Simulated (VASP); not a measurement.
# InSe (R3m) in VASP: single point with PBE+D3(BJ)

Aim: the single point of InSe with PBE+D3(BJ).

The COD entry that gives the cell may itself be a prediction, so a difference from it is no test against experiment.

Everything below comes from runs of VASP 6.6.1. Logs are shortened: lines on timing, memory, paths and dates and some standing lists are left out, and cuts for length are marked.

**What was measured.**

From “The Interaction of Hydrogen with the van der Waals Crystal γ-InSe”, 2020, pmc:7321205, for a bulk crystal of InSe at 300 K: band gap 1.25 eV.

The runs below are set against these values where they give the same quantity.

## Step 1: The cell of the first run

The structure is trigonal, space group R3m (No. 160). The conventional cell has a = 4.000 Å, b = 4.000 Å, c = 24.950 Å, α = 90.00°, β = 90.00°, γ = 120.00°. Within 3.5 Å of In (site symmetry 3m) lie 3 Se at 2.64 Å and 1 In at 2.80 Å. In (site symmetry 3m) has 3 Se at 2.64 Å and 1 In at 2.80 Å within 3.5 Å. Within 3.5 Å of Se (site symmetry 3m) lie 3 In at 2.64 Å. Within 3.5 Å of Se (site symmetry 3m) lie 3 In at 2.64 Å.

## Step 2: Single point, PBE+D3(BJ)

The input, INCAR:

```
  ALGO = Normal
  EDIFF = 1E-6
  ENCUT = 500
  GGA = PE
  GGA_COMPAT = False
  ISIF = 2
  ISMEAR = 0
  IVDW = 12
  LASPH = True
  LCHARG = False
  LREAL = False
  LWAVE = False
  NBANDS = 27
  NELM = 120
  PREC = Accurate
  SIGMA = 0.1
```

The input, KPOINTS:

```
k-points
0
Gamma
  6 6 6
```

The input, POSCAR:

```
InSe
1.0
    1.9999996503      1.1547003365      8.3166700000
   -1.9999996503      1.1547003365      8.3166700000
    0.0000000000     -2.3094006730      8.3166700000
In Se
2 2
Direct
    0.0000000000      0.0000000000      0.0000000000
    0.1122000000      0.1122000000      0.1122000000
    0.6155000000      0.6155000000      0.6155000000
    0.8300000000      0.8300000000      0.8300000000
```

Potentials or basis: VASP PAW PBE potentials, release 64 (In_d, Se).

Launch:

```
> cat potpaw_PBE.64/In_d/POTCAR potpaw_PBE.64/Se/POTCAR > POTCAR
> mpirun -np 1 vasp_std > vasp.out
```

OUTCAR:

```text
EDIFF = 1E-6
   ENCUT = 500
   GGA = PE
   ISIF = 2
   ISMEAR = 0
   IVDW = 12
   LASPH = True
   LREAL = False
   NELM = 120
   PREC = Accurate
 IVDW          = 12

 ion  position               nearest neighbor table
   1  0.000  0.000  0.000-   3 2.64   3 2.64   3 2.64   2 2.80
   2  0.112  0.112  0.112-   4 2.64   4 2.64   4 2.64   1 2.80
   3  0.615  0.615  0.615-   1 2.64   1 2.64   1 2.64
   4  0.830  0.830  0.830-   2 2.64   2 2.64   2 2.64

  LATTYP: Found a trigonal (rhomboedric) cell.
 ALAT       =     8.6313574458
 COS(alpha) =     0.8926179648

  Lattice vectors:

 A1 = (   1.9999996503,   1.1547003365,   8.3166700000)
 A2 = (  -1.9999996503,   1.1547003365,   8.3166700000)
 A3 = (   0.0000000000,  -2.3094006730,   8.3166700000)

Analysis of symmetry for initial positions (statically):
=====================================================================
 Subroutine PRICEL returns:
 Original cell was already a primitive cell.

 Routine SETGRP: Setting up the symmetry group for a
 trigonal (rhombohedral) supercell.

 Subroutine GETGRP returns: Found  6 space group operations
 (whereof  6 operations were pure point group operations)
 out of a pool of 12 trial point group operations.

The static configuration has the point symmetry C_3v.

Analysis of symmetry for dynamics (positions and initial velocities):
=====================================================================
 Subroutine PRICEL returns:
 Original cell was already a primitive cell.

 Routine SETGRP: Setting up the symmetry group for a
 trigonal (rhombohedral) supercell.

 Subroutine GETGRP returns: Found  6 space group operations
 (whereof  6 operations were pure point group operations)
 out of a pool of 12 trial point group operations.

The dynamic configuration has the point symmetry C_3v.

 Subroutine INISYM returns: Found  6 space group operations
 (whereof  6 operations are pure point group operations),
 and found     1 'primitive' translations

----------------------------------------------------------------------------------------

                                     Primitive cell

  volume of cell :     115.2391

  direct lattice vectors                    reciprocal lattice vectors
     1.999999650  1.154700336  8.316670000     0.250000044  0.144337593  0.040080144
    -1.999999650  1.154700336  8.316670000    -0.250000044  0.144337593  0.040080144
     0.000000000 -2.309400673  8.316670000     0.000000000 -0.288675185  0.040080144

  length of vectors
     8.631357446  8.631357446  8.631357446     0.291444301  0.291444301  0.291444301

  position of ions in fractional coordinates (direct lattice)
     0.000000000  0.000000000  0.000000000
     0.112200000  0.112200000  0.112200000
     0.615500000  0.615500000  0.615500000
     0.830000000  0.830000000  0.830000000

  ion indices of the primitive-cell ions
   primitive index   ion index
                 1           1
                 2           2
                 3           3
                 4           4

----------------------------------------------------------------------------------------

 KPOINTS: k-points

Automatic generation of k-mesh.
 Grid dimensions read from file:
 generate k-points for:    6    6    6

 Generating k-lattice:

  Cartesian coordinates                     Fractional coordinates (reciprocal lattice)
     0.041666674  0.024056265  0.006680024     0.166666667  0.000000000  0.000000000
    -0.041666674  0.024056265  0.006680024     0.000000000  0.166666667  0.000000000
     0.000000000 -0.048112531  0.006680024     0.000000000  0.000000000  0.166666667

  Length of vectors
     0.048574050  0.048574050  0.048574050

  Shift w.r.t. Gamma in fractional coordinates (k-lattice)
     0.000000000  0.000000000  0.000000000

 Subroutine IBZKPT returns following result:
 ===========================================

 Found     32 irreducible k-points:

 Following reciprocal coordinates:
            Coordinates               Weight
  0.000000  0.000000  0.000000      1.000000
  0.166667  0.000000  0.000000      6.000000
  0.333333 -0.000000  0.000000      6.000000
  0.500000  0.000000  0.000000      3.000000
  0.166667  0.166667  0.000000      6.000000
  0.333333  0.166667  0.000000     12.000000
[... 16 lines left out ...]
  0.500000  0.500000  0.166667      6.000000
 -0.333333  0.500000  0.166667     12.000000
 [... further k-points ...]
   k-points           NKPTS =     32   k-points in BZ     NKDIM =     32   number of bands    NBANDS=     27
   number of dos      NEDOS =    301   number of ions     NIONS =      4
   total plane-waves  NPLWV = 262144
   dimension x,y,z NGX =    64 NGY =   64 NGZ =   64
   dimension x,y,z NGXF=   128 NGYF=  128 NGZF=  128
   ions per type =               2   2
   NGX,Y,Z   is equivalent  to a cutoff of  12.33, 12.33, 12.33 a.u.
   NGXF,Y,Z  is equivalent  to a cutoff of  24.65, 24.65, 24.65 a.u.
 SYSTEM =  unknown system
   PREC   = accura    normal or accurate (medium, high low for compatibility)
   ISTART =      0    job   : 0-new  1-cont  2-samecut
   ICHARG =      2    charge: 1-file 2-atom 10-const
   ISPIN  =      1    spin polarized calculation?
   LNONCOLLINEAR =      F non collinear calculations
   LSORBIT =      F    spin-orbit coupling
   LASPH  =      T    aspherical Exc in radial PAW
   ENCUT  =  500.0 eV  36.75 Ry    6.06 a.u.  15.74 15.74 15.74*2*pi/ulx,y,z
   NELM   =    120;   NELMIN=  2; NELMDL= -5     # of ELM steps
   EDIFF  = 0.1E-05   stopping-criterion for ELM
   LREAL  =      F    real-space projection
   EDIFFG = 0.1E-04   stopping-criterion for IOM
   NSW    =      0    number of steps for IOM
   IBRION =     -1    ionic relax: 0-MD 1-quasi-New 2-CG
   NFREE  =      0    steps in history (QN), initial steepest desc. (CG)
   ISIF   =      2    stress and relaxation
   ISYM   =      2    0-nonsym 1-usesym 2-fastsym
   POTIM  = 0.5000    time-step for ionic-motion
   TEBEG  =    0.0;   TEEND  =   0.0 temperature during run
   PSTRESS=    0.0 pullay stress
   NELECT =      38.0000    total number of electrons
   NUPDOWN=      -1.0000    fix difference up-down
   EMIN   =  10.00;   EMAX   =-10.00  energy-range for DOS
   EFERMI =   0.00;   METHOD = LEGACY
   ISMEAR =     0;   SIGMA  =   0.10  broadening in eV -4-tet -1-fermi 0-gaus
   EFERMI_NEDOS =   21; number of points for ismear=-14 and -15
   IALGO  =     38    algorithm
   IMIX   =      4    mixing-type and parameters
     AMIX     =   0.40;   BMIX     =  1.00
     AMIX_MAG =   1.60;   BMIX_MAG =  1.00
  volume/ion in A,a.u.               =      28.81       194.42
  Fermi-wavevector in a.u.,A,eV,Ry     =   1.131018  2.137313 17.404585  1.279201
  Thomas-Fermi vector in A             =   2.267716
   LORBIT       =      0    0 simple, 1 ext, 2 COOP (PROOUT), +10 PAW based schemes
   GGA     = PE    functional components
   LHFCALC =     F    Hartree Fock is set to
   AEXX    =    0.0000 exact exchange contribution
   IVDW    =    12    specifies the selected vdW correction
   LEPSILON=     F    determine dielectric tensor
   LRPA    =     F    only Hartree local field effects (RPA)
 non-spin polarized calculation
 Gauss-broadening in eV      SIGMA  =   0.10
  energy-cutoff  :      500.00
  volume of cell :      115.24
 maximum number of plane-waves:      2949
   NGX = 31   NGY = 31   NGZ = 31

 number of electron      37.9999996 magnetization

 Free energy of the ion-electron system (eV)
  ---------------------------------------------------
  ext. energy  EPLUGINS =         0.00000000
  ---------------------------------------------------
  free energy    TOTEN  =       -14.11799999 eV

  energy without entropy =      -14.11798580  energy(sigma->0) =      -14.11799289

 E-fermi :   4.4786     XC(G=0):  -8.9861

 val. band max:        4.2887233875   @ k =   0.5000   0.5000   0.5000
 cond. band min:       4.6685242563   @ k =   0.5000   0.5000   0.5000
 fundamental gap:      0.3798008688
 Fermi energy:         4.4786238276

 k-point     1 :       0.0000    0.0000    0.0000
  band No.  band energies     occupation
      1     -10.5597      2.00000
      2     -10.3791      2.00000
      3     -10.3791      2.00000
      4     -10.3000      2.00000
      5     -10.3000      2.00000
      6     -10.2836      2.00000
[... 19 lines left out ...]
     26       9.7258      0.00000
     27      11.8619      0.00000

 k-point     2 :       0.1667    0.0000    0.0000
  band No.  band energies     occupation
      1     -10.5705      2.00000
      2     -10.4657      2.00000
      3     -10.4026      2.00000
      4     -10.3746      2.00000
      5     -10.2908      2.00000
      6     -10.2807      2.00000
[... 19 lines left out ...]
     26      10.2873      0.00000
     27      11.1321      0.00000

 k-point     3 :       0.3333   -0.0000    0.0000
  band No.  band energies     occupation
      1     -10.6634      2.00000
      2     -10.5476      2.00000
      3     -10.4983      2.00000
      4     -10.3726      2.00000
      5     -10.3051      2.00000
      6     -10.2426      2.00000
[... 19 lines left out ...]
     26      10.9281      0.00000
     27      11.4819      0.00000

 k-point     4 :       0.5000    0.0000    0.0000
  band No.  band energies     occupation
      1     -10.7138      2.00000
      2     -10.6051      2.00000
      3     -10.4945      2.00000
      4     -10.3738      2.00000
      5     -10.3120      2.00000
      6     -10.2240      2.00000
[... 19 lines left out ...]
     26      10.6857      0.00000
     27      11.1775      0.00000
[... 516 lines left out ...]
      4     -10.3855      2.00000
      5     -10.2984      2.00000
      6     -10.2361      2.00000
[... 19 lines left out ...]
     26      11.3969      0.00000
     27      11.9909      0.00000

 k-point    23 :       0.5000    0.5000    0.1667
  band No.  band energies     occupation
      1     -10.6521      2.00000
      2     -10.5617      2.00000
      3     -10.4956      2.00000
      4     -10.3732      2.00000
      5     -10.3049      2.00000
      6     -10.2423      2.00000
[... 19 lines left out ...]
     26      11.2371      0.00000
     27      11.6132      0.00000

 k-point    24 :      -0.3333    0.5000    0.1667
  band No.  band energies     occupation
      1     -10.6926      2.00000
      2     -10.6073      2.00000
      3     -10.4936      2.00000
      4     -10.3857      2.00000
      5     -10.2984      2.00000
      6     -10.2360      2.00000
[... 19 lines left out ...]
     26      11.4261      0.00000
     27      11.8745      0.00000

 [... further k-points ...]

------------------------ aborting loop because EDIFF is reached ----------------------------------------

 Edisp (eV)   -1.21964

 E8    (eV) :    -0.5593

  FORCE on cell =-STRESS in cart. coord.  units (eV):
  Direction    XX          YY          ZZ          XY          YZ          ZX
  --------------------------------------------------------------------------------------
  -------------------------------------------------------------------------------------
  Total       1.01773     1.01773     0.39995     0.00000     0.00000     0.00000
  in kB      14.14951    14.14951     5.56060     0.00000     0.00000     0.00000
  external pressure =       11.29 kB  Pullay stress =        0.00 kB

 VOLUME and BASIS-vectors are now :
 -----------------------------------------------------------------------------
  energy-cutoff  :      500.00
  volume of cell :      115.24
      direct lattice vectors                 reciprocal lattice vectors
     1.999999650  1.154700336  8.316670000     0.250000044  0.144337593  0.040080144
    -1.999999650  1.154700336  8.316670000    -0.250000044  0.144337593  0.040080144
     0.000000000 -2.309400673  8.316670000     0.000000000 -0.288675185  0.040080144

 POSITION                                       TOTAL-FORCE (eV/Angst)
 -----------------------------------------------------------------------------------
      0.00000      0.00000      0.00000         0.000000     -0.000000      0.237990
      0.00000      0.00000      2.79939         0.000000      0.000000     -0.230536
      0.00000      0.00000     15.35673         0.000000      0.000000     -0.200458
      0.00000      0.00000     20.70851         0.000000     -0.000000      0.193004
 -----------------------------------------------------------------------------------
    total drift:                               -0.000000     -0.000000     -0.000250

  FREE ENERGIE OF THE ION-ELECTRON SYSTEM (eV)
  ---------------------------------------------------
  free  energy   TOTEN  =       -15.3376376918 eV

  energy  without entropy=      -15.3376235064  energy(sigma->0) =      -15.33763060
```

Wall time 13 min (1 thread of AMD EPYC 7R13, shared host); peak memory 0.51 GiB.

Results:

| Item | Value |
| --- | --- |
| Free energy | -15.3376 eV |
| Pressure | 1.1 GPa |
| Largest force | 0.238 eV/Å |
| Band gap on the k mesh | 0.38 eV, direct |
| Dispersion energy per atom | -0.305 eV |

Forces in eV/Å, atoms in the order of the input:
```
In   0.000  0.000  0.238
In   0.000  0.000 -0.231
Se   0.000  0.000 -0.200
Se   0.000  0.000  0.193
```

Stress tensor (GPa, compression positive):
```
1.41 0.00 0.00
0.00 1.41 0.00
0.00 0.00 0.56
```

Caveat: spin-orbit coupling is left out, which moves the levels of the heavy elements.

## Step 3: Against experiment

Step 2. Against the measured gap of InSe, 1.25 eV (300 K; “The Interaction of Hydrogen with the van der Waals Crystal γ-InSe”, 2020, pmc:7321205), the calculated 0.38 eV is off by -0.87 eV. Spin-orbit coupling on In, Se is left out. The value is that of PBE+D3(BJ) on a finite k mesh, which can miss the band edges, without temperature or zero-point motion. Semilocal functionals fall short of measured gaps as a rule.
